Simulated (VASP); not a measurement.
# V (P6_3/mmc) in VASP: further runs

V is run at these levels: r2SCAN; tasks: single point.

Program: VASP 6.6.1. These are calculated values, not measurements. Logs are shortened: lines on timing, memory, paths and dates and some standing lists are left out, and cuts for length are marked.

**1. The cell of the first run**

The structure is hexagonal, space group P6_3/mmc (No. 194). Conventional cell: a = 2.514 Å, b = 2.514 Å, c = 8.801 Å, α = 90.00°, β = 90.00°, γ = 120.00°. V (site symmetry -3m) has 12 V at 2.51 to 2.64 Å within 3.3 Å. V (site symmetry -6m2) has 12 V at 2.51 to 2.64 Å within 3.3 Å.

**2. Single point, r2SCAN (volume scaled by 0.88)**

File POSCAR:

```
V
1.0
    2.5135716424      0.0000000000      0.0000000000
   -1.2567858212      2.1768168965      0.0000000000
    0.0000000000      0.0000000000      8.8012009554
V
4
Direct
    1.0000000000      0.0000000000      0.0000000000
    1.0000000000      1.0000000000      0.5000000000
    0.3333333333      0.6666666667      0.2500000000
    0.6666666667      0.3333333333      0.7500000000
```

File INCAR.step1:

```
PREC = Accurate
ENCUT = 520
ISMEAR = -1
SIGMA = 0.1
LREAL = False
LASPH = True
NELM = 60
NBANDS = 34
GGA = PE
ALGO = Normal
EDIFF = 1E-4
LWAVE = True
LCHARG = False
```

File INCAR.step2:

```
PREC = Accurate
ENCUT = 520
EDIFF = 1E-7
ISMEAR = -1
SIGMA = 0.1
LREAL = False
LASPH = True
NELM = 60
ALGO = Normal
ISIF = 2
LWAVE = False
LCHARG = False
METAGGA = R2SCAN
LMIXTAU = True
NBANDS = 34
ISTART = 1
```

File KPOINTS:

```
Automatic mesh
0
Gamma
  15 15 4
```

Potentials or basis: VASP PAW PBE potentials, release 64 (V_sv).

Started as:

```
cat potpaw_PBE.64/V_sv/POTCAR > POTCAR
cp INCAR.step1 INCAR
mpirun -np 1 vasp_std > vasp.out
cp INCAR.step2 INCAR
mpirun -np 1 vasp_std > vasp.out
```

OUTCAR:

```text
PREC = Accurate
   ENCUT = 520
   EDIFF = 1E-7
   ISMEAR = -1
   LREAL = False
   LASPH = True
   NELM = 60
   ISIF = 2
   METAGGA = R2SCAN
   ISTART = 1

 ion  position               nearest neighbor table
   1  0.000  0.000  0.000-   3 2.64   4 2.64   3 2.64   4 2.64   4 2.64   3 2.64
   2  0.000  0.000  0.500-   3 2.64   4 2.64   3 2.64   4 2.64   4 2.64   3 2.64
   3  0.333  0.667  0.250-   1 2.64   2 2.64   1 2.64   2 2.64   1 2.64   2 2.64
   4  0.667  0.333  0.750-   1 2.64   2 2.64   1 2.64   2 2.64   1 2.64   2 2.64

  LATTYP: Found a hexagonal cell.
 ALAT       =     2.5135716424
 C/A-ratio  =     3.5014720913

  Lattice vectors:

 A1 = (   2.5135716424,   0.0000000000,   0.0000000000)
 A2 = (  -1.2567858212,   2.1768168965,   0.0000000000)
 A3 = (   0.0000000000,   0.0000000000,   8.8012009554)

Analysis of symmetry for initial positions (statically):
=====================================================================
 Subroutine PRICEL returns:
 Original cell was already a primitive cell.

 Routine SETGRP: Setting up the symmetry group for a
 hexagonal supercell.

 Subroutine GETGRP returns: Found 24 space group operations
 (whereof 12 operations were pure point group operations)
 out of a pool of 24 trial point group operations.

The static configuration has the point symmetry D_3d.
 The point group associated with its full space group is D_6h.

Analysis of symmetry for dynamics (positions and initial velocities):
=====================================================================
 Subroutine PRICEL returns:
 Original cell was already a primitive cell.

 Routine SETGRP: Setting up the symmetry group for a
 hexagonal supercell.

 Subroutine GETGRP returns: Found 24 space group operations
 (whereof 12 operations were pure point group operations)
 out of a pool of 24 trial point group operations.

The dynamic configuration has the point symmetry D_3d.
 The point group associated with its full space group is D_6h.

 Subroutine INISYM returns: Found 24 space group operations
 (whereof 12 operations are pure point group operations),
 and found     1 'primitive' translations

----------------------------------------------------------------------------------------

                                     Primitive cell

  volume of cell :      48.1565

[... 84 lines left out ...]
   ISTART =      1    job   : 0-new  1-cont  2-samecut
   ICHARG =      0    charge: 1-file 2-atom 10-const
   ISPIN  =      1    spin polarized calculation?
   LNONCOLLINEAR =      F non collinear calculations
   LSORBIT =      F    spin-orbit coupling
   LASPH  =      T    aspherical Exc in radial PAW
   ENCUT  =  520.0 eV  38.22 Ry    6.18 a.u.   4.67  4.67 16.36*2*pi/ulx,y,z
   NELM   =     60;   NELMIN=  2; NELMDL=  0     # of ELM steps
   EDIFF  = 0.1E-06   stopping-criterion for ELM
   LREAL  =      F    real-space projection
   EDIFFG = 0.1E-05   stopping-criterion for IOM
   NSW    =      0    number of steps for IOM
   IBRION =     -1    ionic relax: 0-MD 1-quasi-New 2-CG
   NFREE  =      0    steps in history (QN), initial steepest desc. (CG)
   ISIF   =      2    stress and relaxation
   ISYM   =      2    0-nonsym 1-usesym 2-fastsym
   POTIM  = 0.5000    time-step for ionic-motion
   TEBEG  =    0.0;   TEEND  =   0.0 temperature during run
   PSTRESS=    0.0 pullay stress
   NELECT =      52.0000    total number of electrons
   NUPDOWN=      -1.0000    fix difference up-down
   EMIN   =  10.00;   EMAX   =-10.00  energy-range for DOS
   EFERMI =   0.00;   METHOD = LEGACY
   ISMEAR =    -1;   SIGMA  =   0.10  broadening in eV -4-tet -1-fermi 0-gaus
   EFERMI_NEDOS =   21; number of points for ismear=-14 and -15
   IALGO  =     38    algorithm
   IMIX   =      4    mixing-type and parameters
     AMIX     =   0.40;   BMIX     =  1.00
     AMIX_MAG =   1.60;   BMIX_MAG =  1.00
  volume/ion in A,a.u.               =      12.04        81.24
  Fermi-wavevector in a.u.,A,eV,Ry     =   1.679542  3.173874 38.380156  2.820862
  Thomas-Fermi vector in A             =   2.763436
   LORBIT       =      0    0 simple, 1 ext, 2 COOP (PROOUT), +10 PAW based schemes
   METAGGA = R2SCAN    functional components
   LHFCALC =     F    Hartree Fock is set to
   AEXX    =    0.0000 exact exchange contribution
   IVDW    =     0    specifies the selected vdW correction
   LEPSILON=     F    determine dielectric tensor
   LRPA    =     F    only Hartree local field effects (RPA)
 non-spin polarized calculation
  energy-cutoff  :      520.00
  volume of cell :       48.16
 maximum number of plane-waves:      1317
 NGX is ok and might be reduce to    20
   NGX =  9   NGY =  9   NGZ = 33

 number of electron      51.9999992 magnetization

 Free energy of the ion-electron system (eV)
  ---------------------------------------------------
  ext. energy  EPLUGINS =         0.00000000
  ---------------------------------------------------
  free energy    TOTEN  =       -55.06173216 eV

  energy without entropy =      -54.89257990  energy(sigma->0) =      -54.97715603

 E-fermi :  11.5593     XC(G=0): -14.7476

 val. band max:       11.5513306894   @ k =   0.2667   0.2000   0.2500
 cond. band min:      11.5631366465   @ k =   0.3333   0.0667   0.2500
 fundamental gap:      0.0118059571
 Fermi energy:        11.5593491477

 k-point     1 :       0.0000    0.0000    0.0000
  band No.  band energies     occupation
      1     -55.0033      2.00000
      2     -54.9074      2.00000
      3     -54.8662      2.00000
      4     -54.7682      2.00000
      5     -28.1726      2.00000
      6     -27.6167      2.00000
[... 877 lines left out ...]
     33      14.6990      0.00000
     34      14.9132      0.00000

 [... further k-points ...]
[... 5 lines left out ...]
  --------------------------------------------------------------------------------------
  -------------------------------------------------------------------------------------
  Total        9.1319935      9.1319935      9.6698869      0.0000000      0.0000000     -0.0000000
  in kB      303.8232971    303.8232971    321.7191198      0.0000000      0.0000000     -0.0000000
  external PRESSURE =     309.7885713 kB  Pullay stress =       0.0000000 kB

 VOLUME and BASIS-vectors are now :
 -----------------------------------------------------------------------------
  energy-cutoff  :      520.00
  volume of cell :       48.16
      direct lattice vectors                 reciprocal lattice vectors
     2.513571642  0.000000000  0.000000000     0.397840262  0.229693182  0.000000000
    -1.256785821  2.176816897  0.000000000     0.000000000  0.459386364  0.000000000
     0.000000000  0.000000000  8.801200955     0.000000000  0.000000000  0.113620858

 POSITION                                       TOTAL-FORCE (eV/Angst)
 -----------------------------------------------------------------------------------
      0.00000      0.00000      0.00000         0.000000      0.000000     -0.000000
      0.00000      0.00000      4.40060        -0.000000      0.000000     -0.000000
     -0.00000      1.45121      2.20030        -0.000000      0.000000      0.000000
      1.25679      0.72561      6.60090         0.000000     -0.000000      0.000000
 -----------------------------------------------------------------------------------
    total drift:                                0.000000     -0.000000      0.000000

  FREE ENERGIE OF THE ION-ELECTRON SYSTEM (eV)
  ---------------------------------------------------
  free  energy   TOTEN  =       -55.0617321581 eV

  energy  without entropy=      -54.8925798951  energy(sigma->0) =      -54.97715603
```

OUTCAR.step1:

```text
PREC = Accurate
   ENCUT = 520
   ISMEAR = -1
   LREAL = False
   LASPH = True
   NELM = 60
[... 1118 lines left out ...]
      0.00000      0.00000      4.40060        -0.000000      0.000000      0.000000
     -0.00000      1.45121      2.20030        -0.000000     -0.000000      0.000000
      1.25679      0.72561      6.60090         0.000000      0.000000     -0.000000
 -----------------------------------------------------------------------------------
    total drift:                                0.000000     -0.000000      0.000000

  FREE ENERGIE OF THE ION-ELECTRON SYSTEM (eV)
  ---------------------------------------------------
  free  energy   TOTEN  =       -34.4566659264 eV

  energy  without entropy=      -34.2715433683  energy(sigma->0) =      -34.36410465
```

OSZICAR.step1:

```text
N       E                     dE             d eps       ncg     rms          rms(c)
DAV:   1     0.760690119390E+03    0.76069E+03   -0.30048E+04  5508   0.184E+03
DAV:   2    -0.317481691288E+01   -0.76386E+03   -0.74959E+03  5512   0.613E+02
DAV:   3    -0.381144368086E+02   -0.34940E+02   -0.33628E+02  7150   0.147E+02
DAV:   4    -0.388850680433E+02   -0.77063E+00   -0.76549E+00  6276   0.214E+01
DAV:   5    -0.388990328672E+02   -0.13965E-01   -0.13936E-01  6906   0.283E+00    0.424E+01
DAV:   6    -0.346057074013E+02    0.42933E+01   -0.18181E+01  5808   0.360E+01    0.792E+00
DAV:   7    -0.347984618217E+02   -0.19275E+00   -0.24156E+00  7162   0.134E+01    0.615E+00
DAV:   8    -0.344843579266E+02    0.31410E+00   -0.17851E+00  7186   0.983E+00    0.223E+00
DAV:   9    -0.344576142726E+02    0.26744E-01   -0.92874E-02  6798   0.303E+00    0.306E-01
DAV:  10    -0.344566686842E+02    0.94559E-03   -0.59120E-03  6214   0.736E-01    0.104E-01
DAV:  11    -0.344566659264E+02    0.27578E-05   -0.22068E-04  4748   0.132E-01
   1 F= -.34456666E+02 E0= -.34364105E+02  d E =-.185123E+00
```

Run time: 10 min. Hardware: 1 thread of Intel Xeon Platinum 8259CL at 2.50GHz (Skylake/Cascade Lake), shared host; peak memory 0.23 GiB.

Results:

- Free energy: -55.0617 eV
- Pressure: 31.0 GPa
- Band gap on the k mesh: zero (band 26 reaches 12.15 eV, above the bottom of band 27 at 10.88 eV)

Caveat: the PAW data sets were made with another functional, which shifts forces and pressure a little.

[end of part 1 of 2]
